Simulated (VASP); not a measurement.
The system is WC.

```xyz
2
Lattice="2.9065 0.0000 0.0000 -1.4532 2.5171 0.0000 0.0000 0.0000 2.8366" Properties=species:S:1:pos:R:3 pbc="T T T"
W     0.0000    0.0000    0.0000
C     1.4533    0.8390    1.4183
```

| Quantity | Value |
| --- | --- |
| Program | VASP 6.6.1 |
| Task | relaxation of cell and atoms |
| Functional | PBE |
| Potentials or basis | VASP PAW PBE potentials, release 64 (W_sv, C) |
| Cutoff | 600 eV |
| k mesh | 10 × 10 × 9 |
| Occupations | fermi-dirac, width 0.05 eV |
| Spin | no spin polarisation |
| Hubbard terms | W d U = 6.0 eV |

At the start: pressure 20.6 GPa; volume 10.38 Å³/atom.

Question: How do energy, volume and symmetry change on relaxing?

Answer: Over 9 steps the energy falls by 33.5 meV/atom and the volume is 10.92 Å³/atom (+5.3 %); space group P-6m2 (No. 187, to 0.1 Å) before and after.

The path:
| step | energy change (eV) | largest force (eV/Å) | pressure (GPa) | volume (Å³) |
| --- | --- | --- | --- | --- |
| 1 | 0.0000 | 0.0000 | 20.58 | 20.75 |
| 2 | 0.3508 | 0.0000 | -37.11 | 25.02 |
| 3 | -0.0664 | 0.0000 | -0.94 | 21.89 |
| 4 | -0.0666 | 0.0000 | -0.01 | 21.84 |
| 5 | -0.0666 | 0.0000 | 0.35 | 21.82 |
| 6 | -0.0666 | 0.0000 | 0.30 | 21.83 |
| 7 | -0.0669 | 0.0000 | 0.32 | 21.82 |
| 8 | -0.0669 | 0.0000 | -0.56 | 21.88 |
| 9 | -0.0669 | 0.0000 | 0.01 | 21.84 |

Final structure:
```cif
data_structure
_symmetry_space_group_name_H-M 'P 1'
_symmetry_Int_Tables_number 1
_cell_length_a 2.9585
_cell_length_b 2.9585
_cell_length_c 2.8817
_cell_angle_alpha 90.000
_cell_angle_beta 90.000
_cell_angle_gamma 120.000
_cell_volume 21.84
loop_
_atom_site_label
_atom_site_type_symbol
_atom_site_fract_x
_atom_site_fract_y
_atom_site_fract_z
_atom_site_occupancy
W1 W 0.00000 0.00000 0.00000 1
C1 C 0.66667 0.33333 0.50000 1
```

Caveat: U without spin polarisation on a metal has little footing; the U is typed as a test and isn't derived for this compound.
